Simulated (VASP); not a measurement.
Set up this calculation in VASP 6.6.1, as the native input.

* Task: single point
* Functional: PBE
* Potentials or basis: VASP PAW PBE potentials, release 64 (Al, N)
* Cutoff: 520 eV
* k mesh: 9 × 9 × 6
* Occupations: gaussian, width 0.01 eV
* Spin: no spin polarisation
* Dipole correction: no
* Further INCAR settings: ALGO = Normal; EDIFF = 1e-07; NBANDS = 16

The structure of AlN (pbe) lies in POSCAR:

```
AlN
1.0
    3.1297670776      0.0000000000      0.0000000000
   -1.5648835388      2.7104577972      0.0000000000
    0.0000000000      0.0000000000      5.0173090473
Al N
2 2
Direct
    0.3333333333      0.6666666667     -0.0353083040
    0.6666666667      0.3333333333      0.4646916960
    0.3333333333      0.6666666667      0.4173083040
    0.6666666667      0.3333333333      0.9173083040
```

One way to write it, as run:

INCAR

```
SYSTEM = AlN
PREC = Accurate
ENCUT = 520
EDIFF = 1E-7
ISMEAR = 0
SIGMA = 0.01
LREAL = .False.
LASPH = .True.
NELM = 100
ALGO = Normal
ISIF = 2
LWAVE = .False.
LCHARG = .False.
GGA = PE
NBANDS = 16
```

KPOINTS

```
regular mesh
0
Gamma
  9 9 6
  0 0 0
```

Potentials or basis: VASP PAW PBE potentials, release 64 (Al, N).

Run with:

```console
$ cat potpaw_PBE.64/Al/POTCAR potpaw_PBE.64/N/POTCAR > POTCAR
$ mpirun -np 1 vasp_std > vasp.out
```

It gave:

```
Pressure               : 5.5 GPa
Largest force          : 1.150 eV/Å
Band gap on the k mesh : 2.95 eV, direct
```

Caveat: forces of over 1 eV/Å act on the atoms, so gaps and moduli don't describe the material at rest.

Run time: 33 s on 1 thread of Intel Xeon 8259CL, with other jobs on the host, peak memory 0.17 GiB.
